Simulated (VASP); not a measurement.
Runs of VASP 6.6.1 on C. It takes space group Fd-3m (No. 227, cubic). Conventional cell: a = 3.567 Å, b = 3.567 Å, c = 3.567 Å, α = 90.00°, β = 90.00°, γ = 90.00°. Within 2.1 Å of C (site symmetry -43m) lie 4 C at 1.54 Å. 

```csv
k mesh,gap on the mesh (eV),pressure (GPa)
8 × 8 × 8,4.13,2.5
4 × 4 × 4,(a),3.6
14 × 14 × 14,4.13,2.5
6 × 6 × 6,4.15,2.5
12 × 12 × 12,4.15,2.5
```

Alike in all rows: task single point; level PBE; potentials or basis VASP PAW PBE potentials, release 64 (C); no spin polarisation; cell as given; cutoff (eV) 520; smearing gaussian 0.01 eV.

Estimate the missing entries.

(a) 4.43.

Caveats: some runs use coarse meshes.

A k mesh can miss the band edges.
